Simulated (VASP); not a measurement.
# Al (P6_3/mmc) in VASP: a series of runs

Runs on Al. Level: LDA. Tasks: single point.

Everything below comes from runs of VASP 6.6.1. Logs are shortened: lines on timing, memory, paths and dates and some standing lists are left out, and cuts for length are marked.

## Step 1: The cell of the first run

Symmetry: P6_3/mmc, No. 194, hexagonal system. The conventional cell has a = 2.767 Å, b = 2.767 Å, c = 5.028 Å, α = 90.00°, β = 90.00°, γ = 120.00°. Within 3.6 Å of Al (site symmetry -6m2) lie 12 Al at 2.77 to 2.98 Å.

This isn't the form of Al at room conditions, which is fcc.

## Step 2: Single point, LDA

INCAR reads:

```
SYSTEM = Al
  PREC = Accurate
  ENCUT = 520
  EDIFF = 1E-6
  ISMEAR = 0
  SIGMA = 0.15
  LREAL = .FALSE.
  LASPH = .TRUE.
  NELM = 100
  ALGO = Normal
  ISIF = 2
  LWAVE = .FALSE.
  LCHARG = .TRUE.
  LELF = .TRUE.
  LVHAR = .TRUE.
  NBANDS = 10
```

KPOINTS reads:

```
Automatic mesh
0
G
  21 21 12
  0 0 0
```

POSCAR reads:

```
Al
1.0
    2.7670852347      0.0000000000      0.0000000000
   -1.3835426173      2.3963661077      0.0000000000
    0.0000000000      0.0000000000      5.0277556248
Al
2
Direct
    0.6666666667      0.3333333333      0.7500000000
    0.3333333333      0.6666666667      0.2500000000
```

Potentials or basis: VASP PAW LDA potentials, release 64 (Al).

Started as:

```sh
$ cat potpaw_LDA.64/Al/POTCAR > POTCAR
$ mpirun -np 1 vasp_std > vasp.out
```

OUTCAR:

```text
SYSTEM = Al
   PREC = Accurate
   ENCUT = 520
   EDIFF = 1E-6
   ISMEAR = 0
   LREAL = .FALSE.
   LASPH = .TRUE.
   NELM = 100
   ISIF = 2

 ion  position               nearest neighbor table
   1  0.667  0.333  0.750-   2 2.98   2 2.98   2 2.98   2 2.98   2 2.98   2 2.98
   2  0.333  0.667  0.250-   1 2.98   1 2.98   1 2.98   1 2.98   1 2.98   1 2.98

  LATTYP: Found a hexagonal cell.
 ALAT       =     2.7670852347
 C/A-ratio  =     1.8169861780

  Lattice vectors:

 A1 = (   2.7670852347,   0.0000000000,   0.0000000000)
 A2 = (  -1.3835426173,   2.3963661077,   0.0000000000)
 A3 = (   0.0000000000,   0.0000000000,   5.0277556248)

Analysis of symmetry for initial positions (statically):
=====================================================================
 Subroutine PRICEL returns:
 Original cell was already a primitive cell.

 Routine SETGRP: Setting up the symmetry group for a
 hexagonal supercell.

 Subroutine GETGRP returns: Found 24 space group operations
 (whereof 12 operations were pure point group operations)
 out of a pool of 24 trial point group operations.

The static configuration has the point symmetry D_3d.
 The point group associated with its full space group is D_6h.

Analysis of symmetry for dynamics (positions and initial velocities):
=====================================================================
 Subroutine PRICEL returns:
 Original cell was already a primitive cell.

 Routine SETGRP: Setting up the symmetry group for a
 hexagonal supercell.

 Subroutine GETGRP returns: Found 24 space group operations
 (whereof 12 operations were pure point group operations)
 out of a pool of 24 trial point group operations.

The dynamic configuration has the point symmetry D_3d.
 The point group associated with its full space group is D_6h.

 Subroutine INISYM returns: Found 24 space group operations
 (whereof 12 operations are pure point group operations),
 and found     1 'primitive' translations

----------------------------------------------------------------------------------------

                                     Primitive cell

  volume of cell :      33.3388

  direct lattice vectors                    reciprocal lattice vectors
     2.767085235  0.000000000  0.000000000     0.361391108  0.208649254  0.000000000
    -1.383542617  2.396366108  0.000000000     0.000000000  0.417298507  0.000000000
     0.000000000  0.000000000  5.027755625     0.000000000  0.000000000  0.198895904

  length of vectors
     2.767085235  2.767085235  5.027755625     0.417298507  0.417298507  0.198895904

  position of ions in fractional coordinates (direct lattice)
     0.666666667  0.333333333  0.750000000
     0.333333333  0.666666667  0.250000000

  ion indices of the primitive-cell ions
   primitive index   ion index
                 1           1
                 2           2

----------------------------------------------------------------------------------------

 KPOINTS: Automatic mesh

Automatic generation of k-mesh.
 Grid dimensions read from file:
 generate k-points for:   21   21   12

 Generating k-lattice:

  Cartesian coordinates                     Fractional coordinates (reciprocal lattice)
     0.017209100  0.009935679  0.000000000     0.047619048 -0.000000000  0.000000000
     0.000000000  0.019871357  0.000000000     0.000000000  0.047619048  0.000000000
     0.000000000  0.000000000  0.016574659     0.000000000  0.000000000  0.083333333

  Length of vectors
     0.019871357  0.019871357  0.016574659

  Shift w.r.t. Gamma in fractional coordinates (k-lattice)
     0.000000000  0.000000000  0.000000000

 Subroutine IBZKPT returns following result:
 ===========================================

 Found    336 irreducible k-points:

 Following reciprocal coordinates:
            Coordinates               Weight
  0.000000  0.000000  0.000000      1.000000
  0.047619  0.000000  0.000000      6.000000
  0.095238  0.000000  0.000000      6.000000
  0.142857  0.000000  0.000000      6.000000
  0.190476  0.000000  0.000000      6.000000
  0.238095  0.000000  0.000000      6.000000
[... 16 lines left out ...]
  0.142857  0.095238  0.000000     12.000000
  0.190476  0.095238  0.000000     12.000000
 [... further k-points ...]
   k-points           NKPTS =    336   k-points in BZ     NKDIM =    336   number of bands    NBANDS=     10
   number of dos      NEDOS =    301   number of ions     NIONS =      2
   total plane-waves  NPLWV =  23040
   dimension x,y,z NGX =    24 NGY =   24 NGZ =   40
   dimension x,y,z NGXF=    48 NGYF=   48 NGZF=   80
   ions per type =               2
   NGX,Y,Z   is equivalent  to a cutoff of  14.42, 14.42, 13.23 a.u.
   NGXF,Y,Z  is equivalent  to a cutoff of  28.84, 28.84, 26.45 a.u.
 SYSTEM =  Al
   PREC   = accura    normal or accurate (medium, high low for compatibility)
   ISTART =      0    job   : 0-new  1-cont  2-samecut
   ICHARG =      2    charge: 1-file 2-atom 10-const
   ISPIN  =      1    spin polarized calculation?
   LNONCOLLINEAR =      F non collinear calculations
   LSORBIT =      F    spin-orbit coupling
   LASPH  =      T    aspherical Exc in radial PAW
   ENCUT  =  520.0 eV  38.22 Ry    6.18 a.u.   5.14  5.14  9.35*2*pi/ulx,y,z
   NELM   =    100;   NELMIN=  2; NELMDL= -5     # of ELM steps
   EDIFF  = 0.1E-05   stopping-criterion for ELM
   LREAL  =      F    real-space projection
   EDIFFG = 0.1E-04   stopping-criterion for IOM
   NSW    =      0    number of steps for IOM
   IBRION =     -1    ionic relax: 0-MD 1-quasi-New 2-CG
   NFREE  =      0    steps in history (QN), initial steepest desc. (CG)
   ISIF   =      2    stress and relaxation
   ISYM   =      2    0-nonsym 1-usesym 2-fastsym
   POTIM  = 0.5000    time-step for ionic-motion
   TEBEG  =    0.0;   TEEND  =   0.0 temperature during run
   PSTRESS=    0.0 pullay stress
   NELECT =       6.0000    total number of electrons
   NUPDOWN=      -1.0000    fix difference up-down
   EMIN   =  10.00;   EMAX   =-10.00  energy-range for DOS
   EFERMI =   0.00;   METHOD = LEGACY
   ISMEAR =     0;   SIGMA  =   0.15  broadening in eV -4-tet -1-fermi 0-gaus
   EFERMI_NEDOS =   21; number of points for ismear=-14 and -15
   IALGO  =     38    algorithm
   IMIX   =      4    mixing-type and parameters
     AMIX     =   0.40;   BMIX     =  1.00
     AMIX_MAG =   1.60;   BMIX_MAG =  1.00
  volume/ion in A,a.u.               =      16.67       112.49
  Fermi-wavevector in a.u.,A,eV,Ry     =   0.924291  1.746656 11.623640  0.854313
  Thomas-Fermi vector in A             =   2.050021
   LORBIT       =      0    0 simple, 1 ext, 2 COOP (PROOUT), +10 PAW based schemes
   GGA     = CA    functional components
   LHFCALC =     F    Hartree Fock is set to
   AEXX    =    0.0000 exact exchange contribution
   IVDW    =     0    specifies the selected vdW correction
   LEPSILON=     F    determine dielectric tensor
   LRPA    =     F    only Hartree local field effects (RPA)
 non-spin polarized calculation
 Gauss-broadening in eV      SIGMA  =   0.15
  energy-cutoff  :      520.00
  volume of cell :       33.34
 maximum number of plane-waves:       910
 NGX is ok and might be reduce to    24

 number of electron       6.0000000 magnetization

 Free energy of the ion-electron system (eV)
  ---------------------------------------------------
  ext. energy  EPLUGINS =         0.00000000
  ---------------------------------------------------
  free energy    TOTEN  =        -8.27240054 eV

  energy without entropy =       -8.26251776  energy(sigma->0) =       -8.26745915

 E-fermi :   7.6720     XC(G=0): -10.2998

 val. band max:        7.6658211231   @ k =   0.4762   0.0476   0.0833
 cond. band min:       7.6859199058   @ k =   0.3333   0.2381   0.1667
 fundamental gap:      0.0200987827
 Fermi energy:         7.6720459302

 k-point     1 :       0.0000    0.0000    0.0000
  band No.  band energies     occupation
      1      -3.3570      2.00000
      2       2.0373      2.00000
      3       2.7024      2.00000
      4      17.8709      0.00000
      5      18.4307      0.00000
      6      19.7918      0.00000
      7      19.7918      0.00000
      8      19.9003      0.00000
      9      19.9003      0.00000
     10      23.0054      0.00000

 k-point     2 :       0.0476    0.0000    0.0000
  band No.  band energies     occupation
      1      -3.2987      2.00000
      2       2.0946      2.00000
      3       2.7571      2.00000
      4      17.6966      0.00000
      5      18.4722      0.00000
      6      18.5509      0.00000
      7      18.8681      0.00000
      8      20.2252      0.00000
      9      20.9058      0.00000
     10      22.5692      0.00000

 k-point     3 :       0.0952    0.0000    0.0000
  band No.  band energies     occupation
      1      -3.1239      2.00000
      2       2.2661      2.00000
      3       2.9209      2.00000
      4      16.3349      0.00000
      5      17.9879      0.00000
      6      18.0669      0.00000
      7      18.5915      0.00000
      8      19.5973      0.00000
      9      21.4110      0.00000
     10      21.7729      0.00000

 k-point     4 :       0.1429    0.0000    0.0000
  band No.  band energies     occupation
      1      -2.8331      2.00000
      2       2.5507      2.00000
      3       3.1940      2.00000
      4      14.5219      0.00000
      5      17.2052      0.00000
      6      17.8766      0.00000
      7      18.4943      0.00000
      8      18.7445      0.00000
      9      20.4705      0.00000
     10      20.5850      0.00000
[... 222 lines left out ...]
 k-point    22 :       0.0952    0.0952    0.0000
  band No.  band energies     occupation
      1      -2.6589      2.00000
      2       2.7207      2.00000
      3       3.3579      2.00000
      4      14.5522      0.00000
      5      14.7853      0.00000
      6      18.3227      0.00000
      7      18.7976      0.00000
      8      19.0252      0.00000
      9      20.0592      0.00000
     10      20.2764      0.00000

 k-point    23 :       0.1429    0.0952    0.0000
  band No.  band energies     occupation
      1      -2.2534      2.00000
      2       3.1147      2.00000
      3       3.7403      2.00000
      4      12.8591      0.00000
      5      13.9492      0.00000
      6      17.4660      0.00000
      7      18.2493      0.00000
      8      18.2610      0.00000
      9      19.5755      0.00000
     10      19.8058      0.00000

 k-point    24 :       0.1905    0.0952    0.0000
  band No.  band energies     occupation
      1      -1.7340      2.00000
      2       3.6154      2.00000
      3       4.2318      2.00000
      4      11.1346      0.00000
      5      13.2881      0.00000
      6      16.0156      0.00000
      7      16.7547      0.00000
      8      17.9038      0.00000
      9      19.2586      0.00000
     10      19.6056      0.00000

 [... further k-points ...]
[... 5 lines left out ...]
  --------------------------------------------------------------------------------------
  -------------------------------------------------------------------------------------
  Total       -0.1224484     -0.1224484     -1.1542275     -0.0000000     -0.0000000     -0.0000000
  in kB       -5.8845562     -5.8845562    -55.4692283     -0.0000000     -0.0000000     -0.0000000
  external PRESSURE =     -22.4127802 kB  Pullay stress =       0.0000000 kB

 VOLUME and BASIS-vectors are now :
 -----------------------------------------------------------------------------
  energy-cutoff  :      520.00
  volume of cell :       33.34
      direct lattice vectors                 reciprocal lattice vectors
     2.767085235  0.000000000  0.000000000     0.361391108  0.208649254  0.000000000
    -1.383542617  2.396366108  0.000000000     0.000000000  0.417298507  0.000000000
     0.000000000  0.000000000  5.027755625     0.000000000  0.000000000  0.198895904

 POSITION                                       TOTAL-FORCE (eV/Angst)
 -----------------------------------------------------------------------------------
      1.38354      0.79879      3.77082        -0.000000      0.000000      0.000000
     -0.00000      1.59758      1.25694         0.000000     -0.000000      0.000000
 -----------------------------------------------------------------------------------
    total drift:                                0.000000     -0.000000     -0.000000

  FREE ENERGIE OF THE ION-ELECTRON SYSTEM (eV)
  ---------------------------------------------------
  free  energy   TOTEN  =        -8.2724005412 eV

  energy  without entropy=       -8.2625177639  energy(sigma->0) =       -8.26745915
```

Run time: 88 s. Hardware: 1 thread of Intel Xeon 8259CL, shared host; peak memory 0.2 GiB.

Results:

* Free energy: -8.2724 eV
* Pressure: -2.2 GPa
* Band gap on the k mesh: zero (bands 3 and 4 overlap by 6.10 eV)

Levels at points of the mesh, in eV from the Fermi level:
| k point | band 1 | band 2 | band 3 | band 4 | band 5 | band 6 | band 7 | band 8 |
| --- | --- | --- | --- | --- | --- | --- | --- | --- |
| (0.00, 0.00, 0.00) | -11.03 | -5.63 | -4.97 | 10.20 | 10.76 | 12.12 | 12.12 | 12.23 |
| (0.00, 0.00, 0.50) | -9.58 | -9.58 | 1.57 | 1.57 | 12.99 | 12.99 | 12.99 | 12.99 |

## Step 3: Single point, LDA

This run uses another cell than the first one, of the same volume but with other edges.

INCAR reads:

```
SYSTEM = Al
ALGO = Normal ; EDIFF = 1E-6
ENCUT = 520 ; ISIF = 2
ISMEAR = 0 ; LASPH = .TRUE.
LCHARG = .FALSE. ; LREAL = .FALSE.
LWAVE = .FALSE. ; NBANDS = 10
NELM = 100 ; PREC = Accurate
SIGMA = 0.15
```

KPOINTS reads:

```
k-points
0
G
  21 21 12
  0 0 0
```

POSCAR reads:

```
Al
1.0
    3.0296256867      0.0000000000      0.0000000000
   -1.5148128433      2.6237328087      0.0000000000
    0.0000000000      0.0000000000      4.1941241885
Al
2
Direct
    0.6666666667      0.3333333333      0.7500000000
    0.3333333333      0.6666666667      0.2500000000
```

Potentials or basis: VASP PAW LDA potentials, release 64 (Al).

Started as:

```sh
$ cat potpaw_LDA.64/Al/POTCAR > POTCAR
$ mpirun -np 1 vasp_std > vasp.out
```

Run time: 74 s. Hardware: 1 thread of Intel Xeon 8259CL, shared host; peak memory 0.2 GiB.

The run converged. Its results:

- Free energy: -8.1924 eV
- Pressure: -0.9 GPa
- Band gap on the k mesh: zero (bands 3 and 4 overlap by 10.13 eV)

Stress tensor (GPa, compression positive):
```
-3.87  0.00  0.00
 0.00 -3.87  0.00
 0.00  0.00  5.15
```

Levels at points of the mesh, in eV from the Fermi level:
| k point | band 1 | band 2 | band 3 | band 4 | band 5 | band 6 |
| --- | --- | --- | --- | --- | --- | --- |
| (0.00, 0.00, 0.00) | -11.01 | -3.39 | -2.23 | 7.82 | 7.82 | 8.89 |
| (0.00, 0.00, 0.50) | -8.93 | -8.93 | 6.78 | 6.78 | 9.53 | 9.53 |
